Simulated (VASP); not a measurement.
# C8Cl in VASP: single point with PBE+D3(BJ)

Aim: the single point of C8Cl with PBE+D3(BJ).

Everything below comes from runs of VASP 6.6.1. Logs are shortened: lines on timing, memory, paths and dates and some standing lists are left out, and cuts for length are marked.

## (1) The cell of the first run

The cell holds a slab with vacuum, 9 atoms: a = 4.931 Å, b = 4.931 Å, c = 15.500 Å, α = 90.00°, β = 90.00°, γ = 120.00°.

## (2) Single point, PBE+D3(BJ), collinear spin, ferromagnetic start

INCAR

```
ALGO = Normal
DIPOL = 0.5 0.5 0.280
EDIFF = 1E-6
ENCUT = 520
GGA = PE
IDIPOL = 3
ISIF = 2
ISMEAR = 0
ISPIN = 2
IVDW = 12
LASPH = True
LCHARG = False
LDIPOL = True
LORBIT = 11
LREAL = False
LWAVE = False
MAGMOM = 0 0 0 0 0 0 0 0 1
NBANDS = 34
NELM = 150
PREC = Accurate
SIGMA = 0.1
```

KPOINTS

```
k-points
0
Gamma
  6 6 1
```

POSCAR

```
C8Cl
1.0
    4.9313048858      0.0000000001      0.0000000000
   -2.4656524430      4.2706353049      0.0000000000
    0.0000000000      0.0000000000     15.5000331949
C Cl
8 1
Direct
    0.3333333333      0.1666666667      0.2580650343
    0.3333333333      0.6666666667      0.2580650343
    0.8333333333      0.1666666667      0.2580650343
    0.8333333333      0.6666666667      0.2580650343
    0.1666666667      0.3333333333      0.2580650343
    0.1666666667      0.8333333333      0.2580650343
    0.6666666667      0.3333333333      0.2580650343
    0.6666666667      0.8333333333      0.2580650343
    0.5000000000      0.5000000000      0.4520607348
```

Potentials or basis: VASP PAW PBE potentials, release 64 (C, Cl).

Launch:

```
$ cat potpaw_PBE.64/C/POTCAR potpaw_PBE.64/Cl/POTCAR > POTCAR
$ mpirun -np 1 vasp_std > vasp.out
```

OUTCAR:

```text
EDIFF = 1E-6
   ENCUT = 520
   GGA = PE
   ISIF = 2
   ISMEAR = 0
   ISPIN = 2
   IVDW = 12
   LASPH = True
   LORBIT = 11
   LREAL = False
   NELM = 150
   PREC = Accurate
 IVDW          = 12

 ion  position               nearest neighbor table
   1  0.333  0.167  0.258-   5 1.42   7 1.42   6 1.42
   2  0.333  0.667  0.258-   6 1.42   8 1.42   5 1.42
   3  0.833  0.167  0.258-   7 1.42   5 1.42   8 1.42
   4  0.833  0.667  0.258-   8 1.42   6 1.42   7 1.42
   5  0.167  0.333  0.258-   1 1.42   3 1.42   2 1.42
   6  0.167  0.833  0.258-   2 1.42   4 1.42   1 1.42
   7  0.667  0.333  0.258-   3 1.42   1 1.42   4 1.42
   8  0.667  0.833  0.258-   4 1.42   2 1.42   3 1.42
   9  0.500  0.500  0.452-

  LATTYP: Found a hexagonal cell.
 ALAT       =     4.9313048858
 C/A-ratio  =     3.1431910121

  Lattice vectors:

 A1 = (   4.9313048858,   0.0000000001,   0.0000000000)
 A2 = (  -2.4656524430,   4.2706353049,   0.0000000000)
 A3 = (   0.0000000000,   0.0000000000,  15.5000331949)

Analysis of symmetry for initial positions (statically):
=====================================================================
 Subroutine PRICEL returns:
 Original cell was already a primitive cell.

 Routine SETGRP: Setting up the symmetry group for a
 hexagonal supercell.

 Subroutine GETGRP returns: Found 12 space group operations
 (whereof  4 operations were pure point group operations)
 out of a pool of 24 trial point group operations.

The static configuration has the point symmetry C_2v.
 The point group associated with its full space group is C_6v.

Analysis of symmetry for dynamics (positions and initial velocities):
=====================================================================
 Subroutine PRICEL returns:
 Original cell was already a primitive cell.

 Routine SETGRP: Setting up the symmetry group for a
 hexagonal supercell.

 Subroutine GETGRP returns: Found 12 space group operations
 (whereof  4 operations were pure point group operations)
 out of a pool of 24 trial point group operations.

The dynamic configuration has the point symmetry C_2v.
 The point group associated with its full space group is C_6v.

Analysis of structural, dynamic, and magnetic symmetry:
=====================================================================
 Subroutine PRICEL returns:
 Original cell was already a primitive cell.

 Routine SETGRP: Setting up the symmetry group for a
 hexagonal supercell.

 Subroutine GETGRP returns: Found 12 space group operations
 (whereof  4 operations were pure point group operations)
 out of a pool of 24 trial point group operations.

The overall configuration has the point symmetry C_2v.
 The point group associated with its full space group is C_6v.

 Subroutine INISYM returns: Found 12 space group operations
 (whereof  4 operations are pure point group operations),
 and found     1 'primitive' translations

----------------------------------------------------------------------------------------

                                     Primitive cell

  volume of cell :     326.4277

  direct lattice vectors                    reciprocal lattice vectors
     4.931304886  0.000000000  0.000000000     0.202786083  0.117078599  0.000000000
    -2.465652443  4.270635305  0.000000000    -0.000000000  0.234157199  0.000000000
     0.000000000  0.000000000 15.500033195     0.000000000  0.000000000  0.064515991

  length of vectors
     4.931304886  4.931304886 15.500033195     0.234157199  0.234157199  0.064515991

  position of ions in fractional coordinates (direct lattice)
     0.333333333  0.166666667  0.258065034
     0.333333333  0.666666667  0.258065034
     0.833333333  0.166666667  0.258065034
     0.833333333  0.666666667  0.258065034
     0.166666667  0.333333333  0.258065034
     0.166666667  0.833333333  0.258065034
[... 57 lines left out ...]
   NGX,Y,Z   is equivalent  to a cutoff of  13.48, 13.48, 12.87 a.u.
   NGXF,Y,Z  is equivalent  to a cutoff of  26.97, 26.97, 25.74 a.u.
 SYSTEM =  unknown system
   PREC   = accura    normal or accurate (medium, high low for compatibility)
   ISTART =      0    job   : 0-new  1-cont  2-samecut
   ICHARG =      2    charge: 1-file 2-atom 10-const
   ISPIN  =      2    spin polarized calculation?
   LNONCOLLINEAR =      F non collinear calculations
   LSORBIT =      F    spin-orbit coupling
   LASPH  =      T    aspherical Exc in radial PAW
   ENCUT  =  520.0 eV  38.22 Ry    6.18 a.u.   9.17  9.17 28.82*2*pi/ulx,y,z
   NELM   =    150;   NELMIN=  2; NELMDL= -5     # of ELM steps
   EDIFF  = 0.1E-05   stopping-criterion for ELM
   LREAL  =      F    real-space projection
   EDIFFG = 0.1E-04   stopping-criterion for IOM
   NSW    =      0    number of steps for IOM
   IBRION =     -1    ionic relax: 0-MD 1-quasi-New 2-CG
   NFREE  =      0    steps in history (QN), initial steepest desc. (CG)
   ISIF   =      2    stress and relaxation
   ISYM   =      2    0-nonsym 1-usesym 2-fastsym
   POTIM  = 0.5000    time-step for ionic-motion
   TEBEG  =    0.0;   TEEND  =   0.0 temperature during run
   PSTRESS=    0.0 pullay stress
   NELECT =      39.0000    total number of electrons
   NUPDOWN=      -1.0000    fix difference up-down
   EMIN   =  10.00;   EMAX   =-10.00  energy-range for DOS
   EFERMI =   0.00;   METHOD = LEGACY
   ISMEAR =     0;   SIGMA  =   0.10  broadening in eV -4-tet -1-fermi 0-gaus
   EFERMI_NEDOS =   21; number of points for ismear=-14 and -15
   IALGO  =     38    algorithm
   IMIX   =      4    mixing-type and parameters
     AMIX     =   0.40;   BMIX     =  1.00
     AMIX_MAG =   1.60;   BMIX_MAG =  1.00
  volume/ion in A,a.u.               =      36.27       244.76
  Fermi-wavevector in a.u.,A,eV,Ry     =   0.806308  1.523700  8.845580  0.650132
  Thomas-Fermi vector in A             =   1.914715
   LORBIT       =     11    0 simple, 1 ext, 2 COOP (PROOUT), +10 PAW based schemes
   GGA     = PE    functional components
   LHFCALC =     F    Hartree Fock is set to
   AEXX    =    0.0000 exact exchange contribution
   IVDW    =    12    specifies the selected vdW correction
   LEPSILON=     F    determine dielectric tensor
   LRPA    =     F    only Hartree local field effects (RPA)
 spin polarized calculation
 Gauss-broadening in eV      SIGMA  =   0.10
  energy-cutoff  :      520.00
  volume of cell :      326.43
 maximum number of plane-waves:      8828
 NGX is ok and might be reduce to    40
   NGX = 19   NGY = 19   NGZ = 57

 dipolmoment           0.000000      0.000000     -0.029147 electrons x Angstroem

 number of electron      38.9999996 magnetization       0.8883140

 dipolmoment           0.000000      0.000000      0.344775 electrons x Angstroem

 Free energy of the ion-electron system (eV)
  ---------------------------------------------------
  ext. energy  EPLUGINS =         0.00000000
  ---------------------------------------------------
  free energy    TOTEN  =       -74.52190389 eV

  energy without entropy =      -74.48957976  energy(sigma->0) =      -74.50574182

 E-fermi :  -3.8789     XC(G=0):  -3.6909

 val. band max:       -3.8883954112   @ k =   0.1667  -0.0000   0.0000
 cond. band min:      -3.8672807783   @ k =   0.5000  -0.0000   0.0000
 fundamental gap:      0.0211146330
 Fermi energy:        -3.8789469061

 spin component 1

 k-point     1 :       0.0000    0.0000    0.0000
  band No.  band energies     occupation
      1     -22.4000      1.00000
      2     -17.1700      1.00000
      3     -17.1700      1.00000
      4     -17.1569      1.00000
      5     -16.7633      1.00000
      6     -16.1231      1.00000
[... 227 lines left out ...]
     30       5.2816      0.00000
     31       5.4516      0.00000
 Fermi energy:        -3.8789469061

 spin component 2

 k-point     1 :       0.0000    0.0000    0.0000
  band No.  band energies     occupation
      1     -22.3779      1.00000
      2     -17.1429      1.00000
      3     -17.1410      1.00000
      4     -17.1410      1.00000
      5     -16.1621      1.00000
      6     -16.1062      1.00000
[... 227 lines left out ...]
     30       5.2251      0.00000
     31       5.5683      0.00000
 [bands above 31 left out]

------------------------ aborting loop because EDIFF is reached ----------------------------------------

 vacuum level on the upper side and lower side of the slab       (xc-potential included)         1.305        -1.522

 Edisp (eV)   -0.87741

 E8    (eV) :    -0.2732

  FORCE on cell =-STRESS in cart. coord.  units (eV):
  Direction    XX          YY          ZZ          XY          YZ          ZX
  --------------------------------------------------------------------------------------
  -------------------------------------------------------------------------------------
  Total      -0.45622    -0.45622    -0.00514     0.00000     0.00000     0.00000
  in kB      -2.23921    -2.23921    -0.02521     0.00000     0.00000     0.00000
  external pressure =       -1.50 kB  Pullay stress =        0.00 kB

 VOLUME and BASIS-vectors are now :
 -----------------------------------------------------------------------------
  energy-cutoff  :      520.00
  volume of cell :      326.43
      direct lattice vectors                 reciprocal lattice vectors
     4.931304886  0.000000000  0.000000000     0.202786083  0.117078599  0.000000000
    -2.465652443  4.270635305  0.000000000    -0.000000000  0.234157199  0.000000000
     0.000000000  0.000000000 15.500033195     0.000000000  0.000000000  0.064515991

 POSITION                                       TOTAL-FORCE (eV/Angst)
 -----------------------------------------------------------------------------------
      1.23283      0.71177      4.00002         0.000000     -0.041003      0.012343
     -0.00000      2.84709      4.00002        -0.035509      0.020501      0.012343
      3.69848      0.71177      4.00002        -0.000000      0.000000     -0.041265
      2.46565      2.84709      4.00002         0.035509      0.020501      0.012343
      0.00000      1.42355      4.00002        -0.035509     -0.020501      0.012343
     -1.23283      3.55886      4.00002        -0.000000      0.000000     -0.041265
      2.46565      1.42355      4.00002         0.035509     -0.020501      0.012343
      1.23283      3.55886      4.00002        -0.000000      0.041003      0.012343
      1.23283      2.13532      7.00696        -0.000000      0.000000      0.008469
 -----------------------------------------------------------------------------------
    total drift:                                0.000000      0.000000      0.000007

  FREE ENERGIE OF THE ION-ELECTRON SYSTEM (eV)
  ---------------------------------------------------
  free  energy   TOTEN  =       -75.3993126415 eV

  energy  without entropy=      -75.3669885021  energy(sigma->0) =      -75.38315057

 vacuum level on the upper side and lower side of the slab         4.296         1.372

 total charge

# of ion       s       p       d       tot
------------------------------------------
    1        0.865   1.779   0.000   2.643
    2        0.865   1.779   0.000   2.643
    3        0.864   1.783   0.000   2.647
    4        0.865   1.779   0.000   2.643
    5        0.865   1.779   0.000   2.643
    6        0.864   1.783   0.000   2.647
    7        0.865   1.779   0.000   2.643
    8        0.865   1.779   0.000   2.643
    9        1.617   3.348   0.000   4.965
--------------------------------------------------
tot          8.532  17.587   0.000  26.119

 magnetization (x)

# of ion       s       p       d       tot
------------------------------------------
    1        0.000   0.011   0.000   0.011
    2        0.000   0.011   0.000   0.011
    3       -0.000   0.003   0.000   0.002
    4        0.000   0.011   0.000   0.011
    5        0.000   0.011   0.000   0.011
    6       -0.000   0.003   0.000   0.002
    7        0.000   0.011   0.000   0.011
    8        0.000   0.011   0.000   0.011
    9        0.011   0.537   0.000   0.548
--------------------------------------------------
tot          0.013   0.607   0.000   0.621
```

Wall time 9.1 min (1 thread of Oxide Virtual Turin-like, shared host); peak memory 0.61 GiB.

What came out:

| Quantity | Value |
| --- | --- |
| Free energy | -75.3993 eV |
| Largest force | 0.043 eV/Å |
| Net moment | 0.89 μB per cell |
| Site moments | C +0.01, +0.00; Cl +0.55 μB |
| Valence electrons inside the program's atomic spheres | C 2.64, 2.65; Cl 4.96 |
| Dispersion energy per atom | -0.097 eV |

Forces on the atoms (eV/Å):
```
C    0.000 -0.041  0.012
C   -0.036  0.021  0.012
C    0.000  0.000 -0.041
C    0.036  0.021  0.012
C   -0.036 -0.021  0.012
C    0.000  0.000 -0.041
C    0.036 -0.021  0.012
C    0.000  0.041  0.012
Cl   0.000  0.000  0.008
```
